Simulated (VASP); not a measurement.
# BP (F-43m) in VASP: single point with LDA

Aim: the single point of BP with LDA.

All numbers are computed with VASP 6.6.1; they aren't measurements. Logs are shortened: lines on timing, memory, paths and dates and some standing lists are left out, and cuts for length are marked.

## Step 1: The cell of the first run

The structure is cubic, space group F-43m (No. 216). The conventional cell has a = 4.538 Å, b = 4.538 Å, c = 4.538 Å, α = 90.00°, β = 90.00°, γ = 90.00°. Within 2.6 Å of B (site symmetry -43m) lie 4 P at 1.97 Å. Within 2.6 Å of P (site symmetry -43m) lie 4 B at 1.97 Å.

## Step 2: Single point, LDA

The input, INCAR:

```
SYSTEM = BP
PREC = Accurate
ENCUT = 500
EDIFF = 1E-6
ISMEAR = 0
SIGMA = 0.01
LREAL = .FALSE.
LASPH = .TRUE.
NELM = 120
ALGO = Normal
ISIF = 2
LWAVE = .FALSE.
LCHARG = .FALSE.
GGA = CA
NBANDS = 11
GGA_COMPAT = .FALSE.
```

The input, KPOINTS:

```
Automatic mesh
0
G
  5 5 5
  0 0 0
```

The input, POSCAR:

```
BP
1.0
    0.0000000000      2.2690000000      2.2690000000
    2.2690000000      0.0000000000      2.2690000000
    2.2690000000      2.2690000000      0.0000000000
B P
1 1
Direct
    0.0000000000      0.0000000000      0.0000000000
    0.2500000000      0.2500000000      0.2500000000
```

Potentials or basis: VASP PAW LDA potentials, release 64 (B, P).

Launch:

```console
$ cat potpaw_LDA.64/B/POTCAR potpaw_LDA.64/P/POTCAR > POTCAR
$ mpirun -np 1 vasp_std > vasp.out
```

OUTCAR:

```text
SYSTEM = BP
   PREC = Accurate
   ENCUT = 500
   EDIFF = 1E-6
   ISMEAR = 0
   LREAL = .FALSE.
   LASPH = .TRUE.
   NELM = 120
   ISIF = 2
   GGA = CA

 ion  position               nearest neighbor table
   1  0.000  0.000  0.000-   2 1.97   2 1.97   2 1.97   2 1.97
   2  0.250  0.250  0.250-   1 1.97   1 1.97   1 1.97   1 1.97

  LATTYP: Found a face centered cubic cell.
 ALAT       =     4.5380000000

  Lattice vectors:

 A1 = (   0.0000000000,   2.2690000000,   2.2690000000)
 A2 = (   2.2690000000,   0.0000000000,   2.2690000000)
 A3 = (   2.2690000000,   2.2690000000,   0.0000000000)

Analysis of symmetry for initial positions (statically):
=====================================================================
 Subroutine PRICEL returns:
 Original cell was already a primitive cell.

 Routine SETGRP: Setting up the symmetry group for a
 face centered cubic supercell.

 Subroutine GETGRP returns: Found 24 space group operations
 (whereof 24 operations were pure point group operations)
 out of a pool of 48 trial point group operations.

The static configuration has the point symmetry T_d .

Analysis of symmetry for dynamics (positions and initial velocities):
=====================================================================
 Subroutine PRICEL returns:
 Original cell was already a primitive cell.

 Routine SETGRP: Setting up the symmetry group for a
 face centered cubic supercell.

 Subroutine GETGRP returns: Found 24 space group operations
 (whereof 24 operations were pure point group operations)
 out of a pool of 48 trial point group operations.

The dynamic configuration has the point symmetry T_d .

 Subroutine INISYM returns: Found 24 space group operations
 (whereof 24 operations are pure point group operations),
 and found     1 'primitive' translations

----------------------------------------------------------------------------------------

                                     Primitive cell

  volume of cell :      23.3633

  direct lattice vectors                    reciprocal lattice vectors
     0.000000000  2.269000000  2.269000000    -0.220361393  0.220361393  0.220361393
     2.269000000  0.000000000  2.269000000     0.220361393 -0.220361393  0.220361393
     2.269000000  2.269000000  0.000000000     0.220361393  0.220361393 -0.220361393

  length of vectors
     3.208850573  3.208850573  3.208850573     0.381677128  0.381677128  0.381677128

  position of ions in fractional coordinates (direct lattice)
     0.000000000  0.000000000  0.000000000
     0.250000000  0.250000000  0.250000000

  ion indices of the primitive-cell ions
   primitive index   ion index
                 1           1
                 2           2

----------------------------------------------------------------------------------------

 KPOINTS: Automatic mesh

Automatic generation of k-mesh.
 Grid dimensions read from file:
 generate k-points for:    5    5    5

 Generating k-lattice:

  Cartesian coordinates                     Fractional coordinates (reciprocal lattice)
    -0.044072279  0.044072279  0.044072279     0.200000000  0.000000000  0.000000000
     0.044072279 -0.044072279  0.044072279     0.000000000  0.200000000  0.000000000
     0.044072279  0.044072279 -0.044072279     0.000000000  0.000000000  0.200000000

  Length of vectors
     0.076335426  0.076335426  0.076335426

  Shift w.r.t. Gamma in fractional coordinates (k-lattice)
     0.000000000  0.000000000  0.000000000

 Subroutine IBZKPT returns following result:
 ===========================================

 Found     10 irreducible k-points:

 Following reciprocal coordinates:
            Coordinates               Weight
  0.000000  0.000000  0.000000      1.000000
  0.200000  0.000000  0.000000      8.000000
  0.400000  0.000000  0.000000      8.000000
  0.200000  0.200000  0.000000      6.000000
  0.400000  0.200000  0.000000     24.000000
 -0.400000  0.200000  0.000000     24.000000
 -0.200000  0.200000  0.000000     12.000000
  0.400000  0.400000  0.000000      6.000000
 -0.400000  0.400000  0.000000     12.000000
 -0.400000  0.400000  0.200000     24.000000
   k-points           NKPTS =     10   k-points in BZ     NKDIM =     10   number of bands    NBANDS=     11
   number of dos      NEDOS =    301   number of ions     NIONS =      2
   total plane-waves  NPLWV =  13824
   dimension x,y,z NGX =    24 NGY =   24 NGZ =   24
   dimension x,y,z NGXF=    48 NGYF=   48 NGZF=   48
   ions per type =               1   1
   NGX,Y,Z   is equivalent  to a cutoff of  12.43, 12.43, 12.43 a.u.
   NGXF,Y,Z  is equivalent  to a cutoff of  24.87, 24.87, 24.87 a.u.
 SYSTEM =  BP
   PREC   = accura    normal or accurate (medium, high low for compatibility)
   ISTART =      0    job   : 0-new  1-cont  2-samecut
   ICHARG =      2    charge: 1-file 2-atom 10-const
   ISPIN  =      1    spin polarized calculation?
   LNONCOLLINEAR =      F non collinear calculations
   LSORBIT =      F    spin-orbit coupling
   LASPH  =      T    aspherical Exc in radial PAW
   ENCUT  =  500.0 eV  36.75 Ry    6.06 a.u.   5.85  5.85  5.85*2*pi/ulx,y,z
   NELM   =    120;   NELMIN=  2; NELMDL= -5     # of ELM steps
   EDIFF  = 0.1E-05   stopping-criterion for ELM
   LREAL  =      F    real-space projection
   EDIFFG = 0.1E-04   stopping-criterion for IOM
   NSW    =      0    number of steps for IOM
   IBRION =     -1    ionic relax: 0-MD 1-quasi-New 2-CG
   NFREE  =      0    steps in history (QN), initial steepest desc. (CG)
   ISIF   =      2    stress and relaxation
   ISYM   =      2    0-nonsym 1-usesym 2-fastsym
   POTIM  = 0.5000    time-step for ionic-motion
   TEBEG  =    0.0;   TEEND  =   0.0 temperature during run
   PSTRESS=    0.0 pullay stress
   NELECT =       8.0000    total number of electrons
   NUPDOWN=      -1.0000    fix difference up-down
   EMIN   =  10.00;   EMAX   =-10.00  energy-range for DOS
   EFERMI =   0.00;   METHOD = LEGACY
   ISMEAR =     0;   SIGMA  =   0.01  broadening in eV -4-tet -1-fermi 0-gaus
   EFERMI_NEDOS =   21; number of points for ismear=-14 and -15
   IALGO  =     38    algorithm
   IMIX   =      4    mixing-type and parameters
     AMIX     =   0.40;   BMIX     =  1.00
     AMIX_MAG =   1.60;   BMIX_MAG =  1.00
  volume/ion in A,a.u.               =      11.68        78.83
  Fermi-wavevector in a.u.,A,eV,Ry     =   1.145320  2.164342 17.847562  1.311759
  Thomas-Fermi vector in A             =   2.282009
   LORBIT       =      0    0 simple, 1 ext, 2 COOP (PROOUT), +10 PAW based schemes
   GGA     = CA    functional components
   LHFCALC =     F    Hartree Fock is set to
   AEXX    =    0.0000 exact exchange contribution
   IVDW    =     0    specifies the selected vdW correction
   LEPSILON=     F    determine dielectric tensor
   LRPA    =     F    only Hartree local field effects (RPA)
 non-spin polarized calculation
 Gauss-broadening in eV      SIGMA  =   0.01
  energy-cutoff  :      500.00
  volume of cell :       23.36
 maximum number of plane-waves:       609
   NGX = 11   NGY = 11   NGZ = 11

 number of electron       8.0000000 magnetization

 Free energy of the ion-electron system (eV)
  ---------------------------------------------------
  ext. energy  EPLUGINS =         0.00000000
  ---------------------------------------------------
  free energy    TOTEN  =       -14.33374066 eV

  energy without entropy =      -14.33374066  energy(sigma->0) =      -14.33374066

 E-fermi :   7.5069     XC(G=0): -11.0836

 val. band max:        7.4220745513   @ k =   0.0000   0.0000   0.0000
 cond. band min:       8.5992229290   @ k =   0.4000   0.4000   0.0000
 fundamental gap:      1.1771483777
 Fermi energy:         7.5068522831

 k-point     1 :       0.0000    0.0000    0.0000
  band No.  band energies     occupation
      1      -7.9748      2.00000
      2       7.4221      2.00000
      3       7.4221      2.00000
      4       7.4221      2.00000
      5      10.7930      0.00000
      6      10.7930      0.00000
      7      10.7930      0.00000
      8      14.7897      0.00000
      9      18.6656      0.00000
     10      19.5933      0.00000
     11      19.5933      0.00000

 k-point     2 :       0.2000    0.0000    0.0000
  band No.  band energies     occupation
      1      -7.2614      2.00000
      2       3.7957      2.00000
      3       6.5708      2.00000
      4       6.5708      2.00000
      5      11.4242      0.00000
      6      11.9150      0.00000
      7      11.9150      0.00000
      8      16.4079      0.00000
      9      18.2486      0.00000
     10      18.2486      0.00000
     11      20.1092      0.00000

 k-point     3 :       0.4000    0.0000    0.0000
  band No.  band energies     occupation
      1      -5.3336      2.00000
      2      -0.5790      2.00000
      3       5.7760      2.00000
      4       5.7760      2.00000
      5      11.2385      0.00000
      6      12.1681      0.00000
      7      12.1681      0.00000
      8      17.3761      0.00000
      9      20.4900      0.00000
     10      20.4900      0.00000
     11      21.2780      0.00000

 k-point     4 :       0.2000    0.2000    0.0000
  band No.  band energies     occupation
      1      -7.0214      2.00000
      2       4.8559      2.00000
      3       5.2672      2.00000
      4       5.2672      2.00000
      5       9.5411      0.00000
      6      13.4705      0.00000
      7      13.9663      0.00000
      8      13.9663      0.00000
      9      18.5601      0.00000
     10      20.6207      0.00000
     11      21.3722      0.00000
[... 43 lines left out ...]
 k-point     8 :       0.4000    0.4000    0.0000
  band No.  band energies     occupation
      1      -4.3446      2.00000
      2       0.4001      2.00000
      3       3.5379      2.00000
      4       3.5379      2.00000
      5       8.5992      0.00000
      6       9.6893      0.00000
      7      18.3178      0.00000
      8      18.3178      0.00000
      9      21.8248      0.00000
     10      23.3183      0.00000
     11      25.3127      0.00000

 k-point     9 :      -0.4000    0.4000    0.0000
  band No.  band energies     occupation
      1      -3.0587      2.00000
      2      -0.7807      2.00000
      3       1.5333      2.00000
      4       3.7075      2.00000
      5       9.2558      0.00000
      6      12.0513      0.00000
      7      17.7666      0.00000
      8      18.4163      0.00000
      9      19.7645      0.00000
     10      21.1960      0.00000
     11      25.3728      0.00000

 k-point    10 :      -0.4000    0.4000    0.2000
  band No.  band energies     occupation
      1      -3.7269      2.00000
      2       0.0110      2.00000
      3       1.7574      2.00000
      4       3.1091      2.00000
      5      11.9518      0.00000
      6      13.0098      0.00000
      7      14.1491      0.00000
      8      17.8075      0.00000
      9      18.8352      0.00000
     10      21.8459      0.00000
     11      25.1153      0.00000

------------------------ aborting loop because EDIFF is reached ----------------------------------------

  FORCE on cell =-STRESS in cart. coord.  units (eV):
  Direction    XX          YY          ZZ          XY          YZ          ZX
  --------------------------------------------------------------------------------------
  -------------------------------------------------------------------------------------
  Total       -0.7235614     -0.7235614     -0.7235614     -0.0000000     -0.0000000      0.0000000
  in kB      -49.6195138    -49.6195138    -49.6195138     -0.0000000     -0.0000000      0.0000000
  external PRESSURE =     -49.6195138 kB  Pullay stress =       0.0000000 kB

 VOLUME and BASIS-vectors are now :
 -----------------------------------------------------------------------------
  energy-cutoff  :      500.00
  volume of cell :       23.36
      direct lattice vectors                 reciprocal lattice vectors
     0.000000000  2.269000000  2.269000000    -0.220361393  0.220361393  0.220361393
     2.269000000  0.000000000  2.269000000     0.220361393 -0.220361393  0.220361393
     2.269000000  2.269000000  0.000000000     0.220361393  0.220361393 -0.220361393

 POSITION                                       TOTAL-FORCE (eV/Angst)
 -----------------------------------------------------------------------------------
      0.00000      0.00000      0.00000         0.000000     -0.000000     -0.000000
      1.13450      1.13450      1.13450        -0.000000      0.000000      0.000000
 -----------------------------------------------------------------------------------
    total drift:                                0.000000      0.000000      0.000000

  FREE ENERGIE OF THE ION-ELECTRON SYSTEM (eV)
  ---------------------------------------------------
  free  energy   TOTEN  =       -14.3337406647 eV

  energy  without entropy=      -14.3337406647  energy(sigma->0) =      -14.33374066
```

Run time: 1.9 s. Hardware: 1 thread of Intel Xeon 6975P-C, shared host; peak memory 0.12 GiB.

Results:

| Quantity | Value |
| --- | --- |
| Free energy | -14.3337 eV |
| Pressure | -5.0 GPa |
| Band gap on the k mesh | 1.18 eV, indirect (least direct gap 3.37 eV) |

Caveat: the k points lie up to 0.48 Å⁻¹ apart. As with any semilocal functional, this LDA gap is likely too small.
